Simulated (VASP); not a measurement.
# La (P6_3/mmc) in VASP: relaxation of cell and atoms with PBE

Aim: the relaxation of cell and atoms of La with PBE.

All numbers are computed with VASP 6.6.1; they aren't measurements. Logs are shortened: lines on timing, memory, paths and dates and some standing lists are left out, and cuts for length are marked.

## (1) The cell of the first run

The structure is hexagonal, space group P6_3/mmc (No. 194). Conventional cell: a = 3.451 Å, b = 3.451 Å, c = 5.591 Å, α = 90.00°, β = 90.00°, γ = 120.00°. Within 4.5 Å of La (site symmetry -6m2) lie 12 La at 3.43 to 3.45 Å.

## (2) Relaxation of cell and atoms, PBE

The input, INCAR:

```
PREC     = Accurate       # precision mode
ENCUT    = 600            # plane-wave cutoff, eV
EDIFF    = 1E-6           # SCF threshold, eV
ISMEAR   = -1             # smearing method
SIGMA    = 0.05           # smearing width, eV
LREAL    = F              # projectors in reciprocal space
LASPH    = T              # aspherical terms in the spheres
NELM     = 80             # most SCF steps
ALGO     = Normal         # electronic algorithm
ISIF     = 3              # what is computed and relaxed
LWAVE    = F              # write WAVECAR
LCHARG   = F              # write CHGCAR
GGA      = PE             # functional
IBRION   = 2              # ionic algorithm
NSW      = 100            # ionic steps
EDIFFG   = -0.005         # ionic threshold
```

The input, KPOINTS:

```
Automatic mesh
0
Gamma
  12 12 7
```

The input, POSCAR:

```
La
1.0
    3.4513664195      0.0000000000      0.0000000000
   -1.7256832097      2.9889709970      0.0000000000
    0.0000000000      0.0000000000      5.5912135996
La
2
Direct
    0.3333333333      0.6666666667      0.2500000000
    0.6666666667      0.3333333333      0.7500000000
```

Potentials or basis: VASP PAW PBE potentials, release 64 (La).

The run is started by

```bash
$ cat potpaw_PBE.64/La/POTCAR > POTCAR
$ mpirun -np 1 vasp_std > vasp.out
```

OUTCAR:

```text
PREC = Accurate
   ENCUT = 600
   EDIFF = 1E-6
   ISMEAR = -1
   LREAL = F
   LASPH = T
   NELM = 80
   ISIF = 3
   GGA = PE
   IBRION = 2
   NSW = 100
   EDIFFG = -0.005

 ion  position               nearest neighbor table
   1  0.333  0.667  0.250-   2 3.43   2 3.43   2 3.43   2 3.43   2 3.43   2 3.43
   2  0.667  0.333  0.750-   1 3.43   1 3.43   1 3.43   1 3.43   1 3.43   1 3.43

  LATTYP: Found a hexagonal cell.
 ALAT       =     3.4513664195
 C/A-ratio  =     1.6200000000

  Lattice vectors:

 A1 = (   3.4513664195,   0.0000000000,   0.0000000000)
 A2 = (  -1.7256832097,   2.9889709970,   0.0000000000)
 A3 = (   0.0000000000,   0.0000000000,   5.5912135996)

Analysis of symmetry for initial positions (statically):
=====================================================================
 Subroutine PRICEL returns:
 Original cell was already a primitive cell.

 Routine SETGRP: Setting up the symmetry group for a
 hexagonal supercell.

 Subroutine GETGRP returns: Found 24 space group operations
 (whereof 12 operations were pure point group operations)
 out of a pool of 24 trial point group operations.

The static configuration has the point symmetry D_3d.
 The point group associated with its full space group is D_6h.

Analysis of symmetry for dynamics (positions and initial velocities):
=====================================================================
 Subroutine PRICEL returns:
 Original cell was already a primitive cell.

 Routine SETGRP: Setting up the symmetry group for a
 hexagonal supercell.

 Subroutine GETGRP returns: Found 24 space group operations
 (whereof 12 operations were pure point group operations)
 out of a pool of 24 trial point group operations.

The dynamic configuration has the point symmetry D_3d.
 The point group associated with its full space group is D_6h.

 Subroutine INISYM returns: Found 24 space group operations
 (whereof 12 operations are pure point group operations),
 and found     1 'primitive' translations

----------------------------------------------------------------------------------------

                                     Primitive cell

  volume of cell :      57.6792

  direct lattice vectors                    reciprocal lattice vectors
     3.451366419  0.000000000  0.000000000     0.289740317  0.167281650  0.000000000
    -1.725683210  2.988970997  0.000000000     0.000000000  0.334563300  0.000000000
     0.000000000  0.000000000  5.591213600     0.000000000  0.000000000  0.178852047

  length of vectors
     3.451366419  3.451366419  5.591213600     0.334563300  0.334563300  0.178852047

  position of ions in fractional coordinates (direct lattice)
     0.333333333  0.666666667  0.250000000
     0.666666667  0.333333333  0.750000000

  ion indices of the primitive-cell ions
   primitive index   ion index
                 1           1
                 2           2

----------------------------------------------------------------------------------------

 KPOINTS: Automatic mesh

Automatic generation of k-mesh.
 Grid dimensions read from file:
 generate k-points for:   12   12    7

 Generating k-lattice:

  Cartesian coordinates                     Fractional coordinates (reciprocal lattice)
     0.024145026  0.013940137  0.000000000     0.083333333 -0.000000000  0.000000000
     0.000000000  0.027880275  0.000000000     0.000000000  0.083333333  0.000000000
     0.000000000  0.000000000  0.025550292     0.000000000  0.000000000  0.142857143

  Length of vectors
     0.027880275  0.027880275  0.025550292

  Shift w.r.t. Gamma in fractional coordinates (k-lattice)
     0.000000000  0.000000000  0.000000000

 Subroutine IBZKPT returns following result:
 ===========================================

 Found     76 irreducible k-points:

 Following reciprocal coordinates:
            Coordinates               Weight
  0.000000  0.000000  0.000000      1.000000
  0.083333  0.000000  0.000000      6.000000
  0.166667  0.000000  0.000000      6.000000
  0.250000  0.000000  0.000000      6.000000
  0.333333  0.000000  0.000000      6.000000
  0.416667  0.000000  0.000000      6.000000
[... 16 lines left out ...]
  0.250000  0.000000  0.142857     12.000000
  0.333333  0.000000  0.142857     12.000000
 [... further k-points ...]
   k-points           NKPTS =     76   k-points in BZ     NKDIM =     76   number of bands    NBANDS=     15
   number of dos      NEDOS =    301   number of ions     NIONS =      2
   total plane-waves  NPLWV =  37632
   dimension x,y,z NGX =    28 NGY =   28 NGZ =   48
   dimension x,y,z NGXF=    56 NGYF=   56 NGZF=   96
   ions per type =               2
   NGX,Y,Z   is equivalent  to a cutoff of  13.49, 13.49, 14.27 a.u.
   NGXF,Y,Z  is equivalent  to a cutoff of  26.97, 26.97, 28.54 a.u.
 SYSTEM =  unknown system
   PREC   = accura    normal or accurate (medium, high low for compatibility)
   ISTART =      0    job   : 0-new  1-cont  2-samecut
   ICHARG =      2    charge: 1-file 2-atom 10-const
   ISPIN  =      1    spin polarized calculation?
   LNONCOLLINEAR =      F non collinear calculations
   LSORBIT =      F    spin-orbit coupling
   LASPH  =      T    aspherical Exc in radial PAW
   ENCUT  =  600.0 eV  44.10 Ry    6.64 a.u.   6.89  6.89 11.17*2*pi/ulx,y,z
   NELM   =     80;   NELMIN=  2; NELMDL= -5     # of ELM steps
   EDIFF  = 0.1E-05   stopping-criterion for ELM
   LREAL  =      F    real-space projection
   EDIFFG = -.5E-02   stopping-criterion for IOM
   NSW    =    100    number of steps for IOM
   IBRION =      2    ionic relax: 0-MD 1-quasi-New 2-CG
   NFREE  =      1    steps in history (QN), initial steepest desc. (CG)
   ISIF   =      3    stress and relaxation
   ISYM   =      2    0-nonsym 1-usesym 2-fastsym
   POTIM  = 0.5000    time-step for ionic-motion
   TEBEG  =    0.0;   TEEND  =   0.0 temperature during run
   PSTRESS=    0.0 pullay stress
   NELECT =      22.0000    total number of electrons
   NUPDOWN=      -1.0000    fix difference up-down
   EMIN   =  10.00;   EMAX   =-10.00  energy-range for DOS
   EFERMI =   0.00;   METHOD = LEGACY
   ISMEAR =    -1;   SIGMA  =   0.05  broadening in eV -4-tet -1-fermi 0-gaus
   EFERMI_NEDOS =   21; number of points for ismear=-14 and -15
   IALGO  =     38    algorithm
   IMIX   =      4    mixing-type and parameters
     AMIX     =   0.40;   BMIX     =  1.00
     AMIX_MAG =   1.60;   BMIX_MAG =  1.00
  volume/ion in A,a.u.               =      28.84       194.62
  Fermi-wavevector in a.u.,A,eV,Ry     =   1.187252  2.243580 19.178316  1.409566
  Thomas-Fermi vector in A             =   2.323407
   LORBIT       =      0    0 simple, 1 ext, 2 COOP (PROOUT), +10 PAW based schemes
   GGA     = PE    functional components
   LHFCALC =     F    Hartree Fock is set to
   AEXX    =    0.0000 exact exchange contribution
   IVDW    =     0    specifies the selected vdW correction
   LEPSILON=     F    determine dielectric tensor
   LRPA    =     F    only Hartree local field effects (RPA)
 conjugate gradient relaxation of ions
 non-spin polarized calculation
  energy-cutoff  :      600.00
  volume of cell :       57.68
 maximum number of plane-waves:      1959
 NGX is ok and might be reduce to    28
   NGX = 13   NGY = 13   NGZ = 23

--------------------------------------- Ionic step        1  -------------------------------------------

 number of electron      22.0000001 magnetization

 Free energy of the ion-electron system (eV)
  ---------------------------------------------------
  ext. energy  EPLUGINS =         0.00000000
  ---------------------------------------------------
  free energy    TOTEN  =        -9.29153380 eV

  energy without entropy =       -9.26853335  energy(sigma->0) =       -9.28003357

 E-fermi :  10.5623     XC(G=0): -10.6401

 val. band max:       10.5464036988   @ k =   0.2500   0.2500   0.0000
 cond. band min:      10.5936296956   @ k =   0.2500   0.2500   0.4286
 fundamental gap:      0.0472259969
 Fermi energy:        10.5622721464

 k-point     1 :       0.0000    0.0000    0.0000
  band No.  band energies     occupation
      1     -22.1239      2.00000
      2     -21.6007      2.00000
      3      -7.1328      2.00000
      4      -4.7515      2.00000
      5      -4.7515      2.00000
      6      -4.3915      2.00000
      7      -4.3915      2.00000
      8      -4.3506      2.00000
      9       7.8538      2.00000
     10       8.5272      2.00000
     11      11.6604      0.00000
     12      11.9990      0.00000
     13      11.9990      0.00000
     14      12.3524      0.00000
     15      12.5269      0.00000
[... 515 lines left out ...]
  FREE ENERGIE OF THE ION-ELECTRON SYSTEM (eV)
  ---------------------------------------------------
  free  energy   TOTEN  =        -9.7284512311 eV

  energy  without entropy=       -9.6974014075  energy(sigma->0) =       -9.71292632

[... ionic steps 4 to 7 ...]

--------------------------------------- Ionic step        8  -------------------------------------------

 number of electron      21.9999997 magnetization

------------------------ aborting loop because EDIFF is reached ----------------------------------------

  FORCE on cell =-STRESS in cart. coord.  units (eV):
  Direction    XX          YY          ZZ          XY          YZ          ZX
  --------------------------------------------------------------------------------------
  -------------------------------------------------------------------------------------
  Total        0.0941668      0.0941668      0.0358848      0.0000000      0.0000000      0.0000000
  in kB        2.0102489      2.0102489      0.7660607      0.0000000      0.0000000      0.0000000
  external PRESSURE =       1.5955195 kB  Pullay stress =       0.0000000 kB
[... 57 lines left out ...]
  energy  without entropy=       -9.7000738304  energy(sigma->0) =       -9.71553837

--------------------------------------- Ionic step       10  -------------------------------------------

 number of electron      21.9999997 magnetization

 Free energy of the ion-electron system (eV)
  ---------------------------------------------------
  ext. energy  EPLUGINS =         0.00000000
  ---------------------------------------------------
  free energy    TOTEN  =        -9.73101060 eV

  energy without entropy =       -9.70007820  energy(sigma->0) =       -9.71554440

 E-fermi :   7.6929     XC(G=0):  -9.4945

 val. band max:        7.6705951186   @ k =   0.3333   0.2500   0.4286
 cond. band min:       7.7029337317   @ k =   0.3333   0.3333   0.0000
 fundamental gap:      0.0323386131
 Fermi energy:         7.6929181510

 k-point     1 :       0.0000    0.0000    0.0000
  band No.  band energies     occupation
      1     -25.1850      2.00000
      2     -24.9908      2.00000
      3      -9.5379      2.00000
      4      -8.4084      2.00000
      5      -8.4084      2.00000
      6      -8.2263      2.00000
      7      -8.2263      2.00000
      8      -8.1830      2.00000
      9       4.5203      2.00000
     10       5.9679      2.00000
     11       8.8117      0.00000
     12       9.0032      0.00000
     13       9.0032      0.00000
     14       9.2256      0.00000
     15       9.3132      0.00000
[... 443 lines left out ...]
  FREE ENERGIE OF THE ION-ELECTRON SYSTEM (eV)
  ---------------------------------------------------
  free  energy   TOTEN  =        -9.7310106044 eV

  energy  without entropy=       -9.7000781980  energy(sigma->0) =       -9.71554440

 reached required accuracy - stopping structural energy minimisation
```

Wall time 7.8 min (1 thread of AMD EPYC 7R13 (Zen 3), shared host); peak memory 0.23 GiB.

Results:

| Item | Value |
| --- | --- |
| Free energy | -9.7310 eV |
| Relaxed volume | 37.76 Å³/atom |
| Relaxed cell | a = 3.785 Å, b = 3.785 Å, c = 6.085 Å, α = 90.00°, β = 90.00°, γ = 120.00° |
| Space group after relaxing (to 0.1 Å) | P6_3/mmc (No. 194) |
| Energy gained by relaxing | 219.7 meV/atom |
| Ionic steps | 10 |
| Pressure after relaxing | 0.0 GPa |
| Band gap on the k mesh | zero (bands 11 and 12 overlap by 1.33 eV) |

Step by step:
| step | energy change (eV) | largest force (eV/Å) | pressure (GPa) | volume (Å³) |
| --- | --- | --- | --- | --- |
| 1 | 0.0000 | 0.0000 | 9.19 | 57.68 |
| 2 | -0.4291 | 0.0000 | 1.02 | 72.62 |
| 3 | -0.4369 | 0.0000 | -0.25 | 76.13 |
| 4 | -0.4376 | 0.0000 | 0.03 | 75.34 |
| 5 | -0.4374 | 0.0000 | -0.11 | 75.72 |
| 6 | -0.4386 | 0.0000 | 0.01 | 75.43 |
| 7 | -0.4391 | 0.0000 | 0.12 | 75.12 |
| 8 | -0.4391 | 0.0000 | 0.16 | 75.05 |
| 9 | -0.4395 | 0.0000 | 0.01 | 75.46 |
| 10 | -0.4395 | 0.0000 | 0.00 | 75.51 |

Final structure:
```
La
1.0
     3.78537    0.00000    0.00000
    -1.89268    3.27823    0.00000
     0.00000    0.00000    6.08532
La
2
Direct
  0.33333 0.66667 0.25000
  0.66667 0.33333 0.75000
```

Caveat: the volume moved by over 15 % at a fixed basis, so the end points are rough; spin-orbit coupling is left out, which moves the levels of the heavy elements.
